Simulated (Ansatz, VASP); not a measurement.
HgP in VASP and in Ansatz

```xyz
2
Lattice="0.0000 2.9308 2.9308 2.9308 0.0000 2.9308 2.9308 2.9308 0.0000" Properties=species:S:1:pos:R:3 pbc="T T T"
Hg    0.0000    0.0000    0.0000
P     1.4654    1.4654    1.4654
```

Alike in both runs: task single point; functional r2SCAN; k mesh 10 × 10 × 10; occupations gaussian, width 0.05 eV; no spin polarisation.

|  | VASP | Ansatz |
| --- | --- | --- |
| version | VASP 6.6.1 | Ansatz 0.2.0 |
| potentials or method | VASP PAW PBE potentials, release 64 (Hg, P), cutoff 520 eV | scalar-relativistic, plane waves, PAW |
| valence electrons in the cell | 17 | 25 |

VASP gave:

```
gap on the k mesh at the Fermi level (eV) : none
pressure (GPa)                            : -1.0
```

Question: What did Ansatz give for the same quantities?

Answer: gap on the k mesh at the Fermi level (eV): none; pressure (GPa): -1.2.

VASP's potentials were made for PBE, not for r2SCAN. A gap of «none» marks a metal or a gap that the smearing closes. With one functional, cell and mesh, what is left measures potentials, basis and numerics. VASP's potentials hold 17 valence electrons a cell and Ansatz's 25, so a difference there can come from the potentials and not from the codes.

Neither program's run includes spin-orbit coupling.
